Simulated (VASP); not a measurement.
## WS2: single point with r2SCAN

The system is WS2, a slab with vacuum.

```
W S
1.0
     3.18110    0.00000    0.00000
    -1.59055    2.75491    0.00000
     0.00000    0.00000   16.95074
W S
1 2
Direct
  0.33333 0.66667 0.00000
  0.66667 0.33333 0.90802
  0.66667 0.33333 0.09198
```

```
Program             : VASP 6.6.1
Task                : single point
Functional          : r2SCAN
Potentials or basis : VASP PAW PBE potentials, release 64 (W_sv, S)
Cutoff              : 520 eV
k mesh              : 12 × 12 × 2
Occupations         : gaussian, width 0.05 eV
Spin                : no spin polarisation
```

* Largest force: 0.022 eV/Å
* Band gap on the k mesh: 1.91 eV, indirect (least direct gap 1.93 eV)

Forces in eV/Å, atoms in the order of the input:
```
W    0.000  0.000  0.000
S    0.000  0.000 -0.022
S    0.000  0.000  0.022
```

Levels at points of the mesh, in eV from the valence-band top:
```csv
k point,band 9,band 10,band 11,band 12,band 13,band 14,band 15,band 16,band 17,band 18
"(0.00, 0.00, 0.00)",-3.07,-2.23,-1.78,-1.78,0.00,3.08,3.08,3.23,3.23,5.58
"(0.50, 0.00, 0.00)",-4.65,-3.64,-2.27,-1.43,-0.98,3.00,3.47,4.41,5.01,5.55
"(0.00, 0.00, 0.50)",-3.07,-2.23,-1.78,-1.78,0.00,3.08,3.08,3.23,3.23,5.65
"(0.50, 0.00, 0.50)",-4.65,-3.64,-2.27,-1.43,-0.98,3.00,3.47,4.41,5.01,5.55
```

Run time: 5.5 min on 1 thread of Intel(R) Xeon(R) Platinum 8259CL CPU @ 2.50GHz (Skylake/Cascade Lake) (shared host), peak memory 0.34 GiB.

Caveat: the PAW data sets were made with another functional, which shifts forces and pressure a little; spin-orbit coupling is left out, which moves the levels of the heavy elements.
